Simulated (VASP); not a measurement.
A run of VASP 6.6.1:

INCAR

```
SYSTEM = CdSe
ALGO = Normal
EDIFF = 1E-6
ENCUT = 500
GGA = PE
GGA_COMPAT = .FALSE.
ISIF = 2
ISMEAR = -1
LASPH = .TRUE.
LCHARG = .TRUE.
LELF = .TRUE.
LREAL = .FALSE.
LVHAR = .TRUE.
LWAVE = .FALSE.
NBANDS = 26
NELM = 120
PREC = Accurate
SIGMA = 0.05
```

Contents of KPOINTS:

```
k-points
0
G
  6 6 4
  0 0 0
```

Contents of POSCAR:

```
CdSe
1.0
    4.1821319527      0.0000000000      0.0000000000
   -2.0910659764      3.6218325167      0.0000000000
    0.0000000000      0.0000000000      6.8275735601
Cd Se
2 2
Direct
    0.3333333333      0.6666666667      0.0000000000
    0.6666666667      0.3333333333      0.5000000000
    0.3333333333      0.6666666667      0.3850000000
    0.6666666667      0.3333333333      0.8850000000
```

Potentials or basis: VASP PAW PBE potentials, release 64 (Cd, Se).

Command:

```console
$ cat potpaw_PBE.64/Cd/POTCAR potpaw_PBE.64/Se/POTCAR > POTCAR
$ mpirun -np 1 vasp_std > vasp.out
```

Hardware: 1 thread of AMD EPYC 7R13, on a shared host.

**Question.** How long does it take, and how much memory?

**Answer.** Wall time 77 s on 1 thread of AMD EPYC 7R13, on a shared host, peak memory 0.19 GiB. Counts: scf iterations 14, k points 21.
